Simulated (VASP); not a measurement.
# BP (I-4m2) in VASP: further runs

Runs on BP. Level: r2SCAN. Tasks: single point.

Everything below comes from runs of VASP 6.6.1. Logs are shortened: lines on timing, memory, paths and dates and some standing lists are left out, and cuts for length are marked.

**1. The cell of the first run**

Symmetry: I-4m2, No. 119, tetragonal system. Conventional cell: a = 3.466 Å, b = 3.466 Å, c = 4.175 Å, α = 90.00°, β = 90.00°, γ = 90.00°. Within 2.7 Å of B (site symmetry -4m2) lie 4 P at 2.02 Å. P (site symmetry -4m2) has 4 B at 2.02 Å within 2.7 Å.

**2. Single point, r2SCAN (strain +0.080 along x and y, -0.080 along z)**

The input, POSCAR:

```
BP
1.0
    0.0000000000      2.4505200000      2.0874800000
    2.4505200000      0.0000000000      2.0874800000
    2.4505200000      2.4505200000      0.0000000000
B P
1 1
Direct
    0.0000000000      0.0000000000      0.0000000000
    0.7500000000      0.7500000000      0.7500000000
```

The input, INCAR.step1:

```
ALGO = Normal
EDIFF = 1E-4
ENCUT = 520
GGA = PE
ISMEAR = 0
LASPH = True
LCHARG = False
LREAL = False
LWAVE = True
NBANDS = 11
NELM = 60
PREC = Accurate
SIGMA = 0.05
```

The input, INCAR.step2:

```
ALGO = Normal
EDIFF = 1E-6
ENCUT = 520
ISIF = 2
ISMEAR = 0
ISTART = 1
LASPH = True
LCHARG = False
LMIXTAU = True
LREAL = False
LWAVE = False
METAGGA = R2SCAN
NBANDS = 11
NELM = 60
PREC = Accurate
SIGMA = 0.05
```

The input, KPOINTS:

```
k-points
0
Gamma
  10 10 10
```

Potentials or basis: VASP PAW PBE potentials, release 64 (B, P).

The run is started by

```console
$ cat potpaw_PBE.64/B/POTCAR potpaw_PBE.64/P/POTCAR > POTCAR
$ cp INCAR.step1 INCAR
$ mpirun -np 1 vasp_std > vasp.out
$ cp INCAR.step2 INCAR
$ mpirun -np 1 vasp_std > vasp.out
```

OUTCAR:

```text
EDIFF = 1E-6
   ENCUT = 520
   ISIF = 2
   ISMEAR = 0
   ISTART = 1
   LASPH = True
   LREAL = False
   METAGGA = R2SCAN
   NELM = 60
   PREC = Accurate

 ion  position               nearest neighbor table
   1  0.000  0.000  0.000-   2 2.02   2 2.02   2 2.02   2 2.02
   2  0.750  0.750  0.750-   1 2.02   1 2.02   1 2.02   1 2.02

  LATTYP: Found a body centered tetragonal cell.
 ALAT       =     3.4655586189
 C/A-ratio  =     1.2047004420

  Lattice vectors:

 A1 = (   0.0000000000,  -2.4505200000,  -2.0874800000)
 A2 = (   0.0000000000,   2.4505200000,  -2.0874800000)
 A3 = (   2.4505200000,   0.0000000000,   2.0874800000)

Analysis of symmetry for initial positions (statically):
=====================================================================
 Subroutine PRICEL returns:
 Original cell was already a primitive cell.

 Routine SETGRP: Setting up the symmetry group for a
 body centered tetragonal supercell.

 Subroutine GETGRP returns: Found  8 space group operations
 (whereof  8 operations were pure point group operations)
 out of a pool of 16 trial point group operations.

The static configuration has the point symmetry D_2d.

Analysis of symmetry for dynamics (positions and initial velocities):
=====================================================================
 Subroutine PRICEL returns:
 Original cell was already a primitive cell.

 Routine SETGRP: Setting up the symmetry group for a
 body centered tetragonal supercell.

 Subroutine GETGRP returns: Found  8 space group operations
 (whereof  8 operations were pure point group operations)
 out of a pool of 16 trial point group operations.

The dynamic configuration has the point symmetry D_2d.

 Subroutine INISYM returns: Found  8 space group operations
 (whereof  8 operations are pure point group operations),
 and found     1 'primitive' translations

----------------------------------------------------------------------------------------

                                     Primitive cell

  volume of cell :      25.0708

  direct lattice vectors                    reciprocal lattice vectors
     0.000000000  2.450520000  2.087480000    -0.204038327  0.204038327  0.239523253
     2.450520000  0.000000000  2.087480000     0.204038327 -0.204038327  0.239523253
     2.450520000  2.450520000  0.000000000     0.204038327  0.204038327 -0.239523253

  length of vectors
     3.219102518  3.219102518  3.465558619     0.375012888  0.375012888  0.375012888

  position of ions in fractional coordinates (direct lattice)
     0.000000000  0.000000000  0.000000000
     0.750000000  0.750000000  0.750000000

  ion indices of the primitive-cell ions
   primitive index   ion index
                 1           1
                 2           2

----------------------------------------------------------------------------------------

 KPOINTS: k-points

Automatic generation of k-mesh.
 Grid dimensions read from file:
 generate k-points for:   10   10   10

 Generating k-lattice:

  Cartesian coordinates                     Fractional coordinates (reciprocal lattice)
    -0.020403833  0.020403833  0.023952325     0.100000000  0.000000000  0.000000000
     0.020403833 -0.020403833  0.023952325     0.000000000  0.100000000  0.000000000
     0.020403833  0.020403833 -0.023952325    -0.000000000 -0.000000000  0.100000000

  Length of vectors
     0.037501289  0.037501289  0.037501289

  Shift w.r.t. Gamma in fractional coordinates (k-lattice)
     0.000000000  0.000000000  0.000000000

 Subroutine IBZKPT returns following result:
 ===========================================

 Found    102 irreducible k-points:

 Following reciprocal coordinates:
            Coordinates               Weight
  0.000000  0.000000  0.000000      1.000000
  0.100000 -0.000000  0.000000      8.000000
  0.200000 -0.000000  0.000000      8.000000
  0.300000  0.000000  0.000000      8.000000
  0.400000 -0.000000  0.000000      8.000000
  0.500000 -0.000000  0.000000      4.000000
[... 16 lines left out ...]
  0.300000  0.300000  0.000000      2.000000
  0.400000  0.300000  0.000000      8.000000
 [... further k-points ...]
   k-points           NKPTS =    102   k-points in BZ     NKDIM =    102   number of bands    NBANDS=     11
   number of dos      NEDOS =    301   number of ions     NIONS =      2
   total plane-waves  NPLWV =  16128
   dimension x,y,z NGX =    24 NGY =   24 NGZ =   28
   dimension x,y,z NGXF=    48 NGYF=   48 NGZF=   56
   ions per type =               1   1
   NGX,Y,Z   is equivalent  to a cutoff of  12.39, 12.39, 13.43 a.u.
   NGXF,Y,Z  is equivalent  to a cutoff of  24.79, 24.79, 26.86 a.u.
 SYSTEM =  unknown system
   PREC   = accura    normal or accurate (medium, high low for compatibility)
   ISTART =      1    job   : 0-new  1-cont  2-samecut
   ICHARG =      0    charge: 1-file 2-atom 10-const
   ISPIN  =      1    spin polarized calculation?
   LNONCOLLINEAR =      F non collinear calculations
   LSORBIT =      F    spin-orbit coupling
   LASPH  =      T    aspherical Exc in radial PAW
   ENCUT  =  520.0 eV  38.22 Ry    6.18 a.u.   5.99  5.99  6.44*2*pi/ulx,y,z
   NELM   =     60;   NELMIN=  2; NELMDL=  0     # of ELM steps
   EDIFF  = 0.1E-05   stopping-criterion for ELM
   LREAL  =      F    real-space projection
   EDIFFG = 0.1E-04   stopping-criterion for IOM
   NSW    =      0    number of steps for IOM
   IBRION =     -1    ionic relax: 0-MD 1-quasi-New 2-CG
   NFREE  =      0    steps in history (QN), initial steepest desc. (CG)
   ISIF   =      2    stress and relaxation
   ISYM   =      2    0-nonsym 1-usesym 2-fastsym
   POTIM  = 0.5000    time-step for ionic-motion
   TEBEG  =    0.0;   TEEND  =   0.0 temperature during run
   PSTRESS=    0.0 pullay stress
   NELECT =       8.0000    total number of electrons
   NUPDOWN=      -1.0000    fix difference up-down
   EMIN   =  10.00;   EMAX   =-10.00  energy-range for DOS
   EFERMI =   0.00;   METHOD = LEGACY
   ISMEAR =     0;   SIGMA  =   0.05  broadening in eV -4-tet -1-fermi 0-gaus
   EFERMI_NEDOS =   21; number of points for ismear=-14 and -15
   IALGO  =     38    algorithm
   IMIX   =      4    mixing-type and parameters
     AMIX     =   0.40;   BMIX     =  1.00
     AMIX_MAG =   1.60;   BMIX_MAG =  1.00
  volume/ion in A,a.u.               =      12.54        84.59
  Fermi-wavevector in a.u.,A,eV,Ry     =   1.118704  2.114044 17.027675  1.251499
  Thomas-Fermi vector in A             =   2.255337
   LORBIT       =      0    0 simple, 1 ext, 2 COOP (PROOUT), +10 PAW based schemes
   METAGGA = R2SCAN    functional components
   LHFCALC =     F    Hartree Fock is set to
   AEXX    =    0.0000 exact exchange contribution
   IVDW    =     0    specifies the selected vdW correction
   LEPSILON=     F    determine dielectric tensor
   LRPA    =     F    only Hartree local field effects (RPA)
 non-spin polarized calculation
 Gauss-broadening in eV      SIGMA  =   0.05
  energy-cutoff  :      520.00
  volume of cell :       25.07
 maximum number of plane-waves:       700
   NGX = 11   NGY = 11   NGZ = 13

 number of electron       7.9999999 magnetization

 Free energy of the ion-electron system (eV)
  ---------------------------------------------------
  ext. energy  EPLUGINS =         0.00000000
  ---------------------------------------------------
  free energy    TOTEN  =       -16.93662786 eV

  energy without entropy =      -16.93649556  energy(sigma->0) =      -16.93656171

 E-fermi :   7.0221     XC(G=0): -11.2080

 val. band max:        6.9828156654   @ k =   0.1000  -0.0000   0.0000
 cond. band min:       7.0873710694   @ k =   0.3000   0.3000   0.0000
 fundamental gap:      0.1045554040
 Fermi energy:         7.0220977808

 k-point     1 :       0.0000    0.0000    0.0000
  band No.  band energies     occupation
      1      -9.0169      2.00000
      2       6.1624      2.00000
      3       6.1625      2.00000
      4       7.5210      0.00000
      5       9.6171      0.00000
      6      10.6527      0.00000
      7      10.6527      0.00000
      8      13.2071      0.00000
      9      17.0914      0.00000
     10      18.5679      0.00000
     11      20.0540      0.00000

 k-point     2 :       0.1000   -0.0000    0.0000
  band No.  band energies     occupation
      1      -8.8358      2.00000
      2       5.1727      2.00000
      3       5.8246      2.00000
      4       6.9828      1.73346
      5       9.8129      0.00000
      6      10.9769      0.00000
      7      11.1452      0.00000
      8      13.8611      0.00000
      9      16.8482      0.00000
     10      18.7707      0.00000
     11      19.3565      0.00000

 k-point     3 :       0.2000   -0.0000    0.0000
  band No.  band energies     occupation
      1      -8.3004      2.00000
      2       2.9590      2.00000
      3       5.1453      2.00000
      4       6.4178      2.00000
      5       9.8785      0.00000
      6      11.3635      0.00000
      7      11.8363      0.00000
      8      15.4165      0.00000
      9      17.1076      0.00000
     10      18.0151      0.00000
     11      20.5428      0.00000

 k-point     4 :       0.3000    0.0000    0.0000
  band No.  band energies     occupation
      1      -7.4444      2.00000
      2       0.6258      2.00000
      3       4.5175      2.00000
      4       6.0094      2.00000
      5       9.6130      0.00000
      6      11.2726      0.00000
      7      12.6374      0.00000
      8      16.8080      0.00000
      9      18.0655      0.00000
     10      18.6065      0.00000
     11      21.2235      0.00000
[... 239 lines left out ...]
 k-point    22 :      -0.2000    0.2000    0.0000
  band No.  band energies     occupation
      1      -7.3289      2.00000
      2       1.6851      2.00000
      3       3.4056      2.00000
      4       4.4022      2.00000
      5       9.9640      0.00000
      6      12.4163      0.00000
      7      14.1139      0.00000
      8      15.2989      0.00000
      9      16.1603      0.00000
     10      18.9773      0.00000
     11      21.2482      0.00000

 k-point    23 :       0.3000    0.3000    0.0000
  band No.  band energies     occupation
      1      -6.4692      2.00000
      2       2.4942      2.00000
      3       2.6152      2.00000
      4       2.6152      2.00000
      5       7.0874      0.06486
      6      10.8759      0.00000
      7      15.5193      0.00000
      8      15.5194      0.00000
      9      20.0367      0.00000
     10      20.6508      0.00000
     11      24.7669      0.00000

 k-point    24 :       0.4000    0.3000    0.0000
  band No.  band energies     occupation
      1      -5.5397      2.00000
      2       0.6322      2.00000
      3       2.2363      2.00000
      4       2.5249      2.00000
      5       7.3258      0.00000
      6       9.9689      0.00000
      7      15.9690      0.00000
      8      16.1890      0.00000
      9      21.5639      0.00000
     10      21.5884      0.00000
     11      24.7801      0.00000

 [... further k-points ...]
[... 5 lines left out ...]
  --------------------------------------------------------------------------------------
  -------------------------------------------------------------------------------------
  Total       -3.5225530     -3.5225530      1.7814386      0.0000000      0.0000000      0.0000000
  in kB     -225.1123349   -225.1123349    113.8446494      0.0000000      0.0000000      0.0000000
  external PRESSURE =    -112.1266735 kB  Pullay stress =       0.0000000 kB

 VOLUME and BASIS-vectors are now :
 -----------------------------------------------------------------------------
  energy-cutoff  :      520.00
  volume of cell :       25.07
      direct lattice vectors                 reciprocal lattice vectors
     0.000000000  2.450520000  2.087480000    -0.204038327  0.204038327  0.239523253
     2.450520000  0.000000000  2.087480000     0.204038327 -0.204038327  0.239523253
     2.450520000  2.450520000  0.000000000     0.204038327  0.204038327 -0.239523253

 POSITION                                       TOTAL-FORCE (eV/Angst)
 -----------------------------------------------------------------------------------
      0.00000      0.00000      0.00000         0.000000      0.000000     -0.000000
      3.67578      3.67578      3.13122        -0.000000     -0.000000      0.000000
 -----------------------------------------------------------------------------------
    total drift:                                0.000007      0.000007      0.000067

  FREE ENERGIE OF THE ION-ELECTRON SYSTEM (eV)
  ---------------------------------------------------
  free  energy   TOTEN  =       -16.9366278583 eV

  energy  without entropy=      -16.9364955554  energy(sigma->0) =      -16.93656171
```

Run time: 37 s. Hardware: 1 thread of Intel Xeon 6975P-C (Granite Rapids), shared host; peak memory 0.15 GiB.

Results:

- Free energy: -16.9366 eV
- Pressure: -11.2 GPa
- Band gap on the k mesh: zero (band 4 reaches 7.52 eV, above the bottom of band 5 at 6.76 eV)

Stress tensor (GPa, compression positive):
```
-22.51   0.00   0.00
  0.00 -22.51   0.00
  0.00   0.00  11.38
```

Caveat: the cell differs from its parent crystal (strain +0.080 along x and y, -0.080 along z); the PAW data sets were made with another functional, which shifts forces and pressure a little.

**3. Single point, r2SCAN (strain +0.000 along x and y, +0.080 along z)**

The input, POSCAR:

```
BP
1.0
    0.0000000000      2.2690000000      2.4505200000
    2.2690000000      0.0000000000      2.4505200000
    2.2690000000      2.2690000000      0.0000000000
B P
1 1
Direct
    0.0000000000      0.0000000000      0.0000000000
    0.7500000000      0.7500000000      0.7500000000
```

The input, INCAR.step1:

```
PREC = Accurate ; ENCUT = 520
ISMEAR = 0 ; SIGMA = 0.05
LREAL = False ; LASPH = True
NELM = 100 ; NBANDS = 11
GGA = PE ; ALGO = Normal
EDIFF = 1E-4 ; LWAVE = True
LCHARG = False
```

The input, INCAR.step2:

```
PREC = Accurate ; ENCUT = 520
EDIFF = 1E-6 ; ISMEAR = 0
SIGMA = 0.05 ; LREAL = False
LASPH = True ; NELM = 100
ALGO = Normal ; ISIF = 2
LWAVE = False ; LCHARG = False
METAGGA = R2SCAN ; LMIXTAU = True
NBANDS = 11 ; ISTART = 1
```

The input, KPOINTS:

```
Automatic mesh
0
Gamma
  10 10 10
```

Potentials or basis: VASP PAW PBE potentials, release 64 (B, P).

The run is started by

```console
$ cat potpaw_PBE.64/B/POTCAR potpaw_PBE.64/P/POTCAR > POTCAR
$ cp INCAR.step1 INCAR
$ mpirun -np 1 vasp_std > vasp.out
$ cp INCAR.step2 INCAR
$ mpirun -np 1 vasp_std > vasp.out
```

Run time: 58 s. Hardware: 1 thread of Intel Xeon 6975P-C (Granite Rapids), shared host; peak memory 0.16 GiB.

The run converged. Its results:

```yaml
Free_energy: -17.1466 eV
Pressure: -11.8 GPa
Band_gap_on_the_k_mesh: 0.95 eV, indirect (least direct gap 3.13 eV)
```

Stress tensor (GPa, compression positive):
```
 -4.25   0.00   0.00
  0.00  -4.25   0.00
  0.00   0.00 -26.88
```

Levels at points of the mesh, in eV from the valence-band top:
```csv
k point,band 2,band 3,band 4,band 5,band 6,band 7
"(0.00, 0.00, 0.00)",-0.84,0.00,0.00,3.13,3.13,3.60
"(0.50, 0.00, 0.00)",-9.22,-2.55,-1.53,2.86,4.91,5.05
"(0.50, 0.50, 0.00)",-9.42,-3.80,-3.80,1.99,2.43,11.98
"(0.50, 0.00, 0.50)",-8.78,-4.65,-4.49,1.14,1.36,11.10
```

Caveat: the cell differs from its parent crystal (strain +0.000 along x and y, +0.080 along z); the PAW data sets were made with another functional, which shifts forces and pressure a little. A k mesh can miss the band edges.
